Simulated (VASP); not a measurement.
The system is Zr2BN3.

```
CELL_PARAMETERS angstrom
3.18662 0.00000 0.00000
0.00000 3.18662 0.00000
0.00000 0.00000 7.03338
ATOMIC_POSITIONS crystal
Zr 0.00000 0.50000 0.73650
Zr 0.50000 0.00000 0.26350
B 0.00000 0.00000 0.00000
N 0.50000 0.50000 0.00000
N 0.00000 0.50000 0.38350
N 0.50000 0.00000 0.61650
```

The cell was generated, and may not be a known phase.

```yaml
Program: VASP 6.6.1
Task: relaxation of cell and atoms
Functional: PBE
Potentials_or_basis: VASP PAW PBE potentials, release 64 (Zr_sv, B, N)
Cutoff: 600 eV
k_mesh: 6 × 6 × 4
Occupations: gaussian, width 0.1 eV
Spin: no spin polarisation
```

At the start: pressure -20.1 GPa; volume 11.90 Å³/atom.

Task: How do energy, volume and symmetry change on relaxing?

Result: Over 9 steps the energy falls by 317.6 meV/atom and the volume is 10.60 Å³/atom (-11.0 %); space group P-4m2 (No. 115, to 0.1 Å) before and after.

Step by step:
```
step  energy change (eV)  largest force (eV/Å)  pressure (GPa)  volume (Å³)
   1              0.0000                3.6655          -20.10        71.42
   2             -1.2736                0.7888           31.14        57.07
   3             -1.5468                2.1366           10.88        60.70
   4             -1.8648                0.7793            1.28        63.64
   5             -1.8939                0.2322            3.04        62.95
   6             -1.8944                0.1409           -3.37        64.53
   7             -1.9046                0.0886           -0.30        63.74
   8             -1.9056                0.0558           -0.09        63.65
   9             -1.9058                0.0311            0.07        63.59
```

Final structure:
```xyz
6
Lattice="3.0630 0.0000 0.0000 0.0000 3.0630 0.0000 0.0000 0.0000 6.7773" Properties=species:S:1:pos:R:3 pbc="T T T"
Zr    0.0000    1.5315    4.7752
Zr    1.5315    0.0000    2.0021
B     0.0000    0.0000    0.0000
N     1.5315    1.5315    0.0000
N     0.0000    1.5315    2.4574
N     1.5315    0.0000    4.3199
```
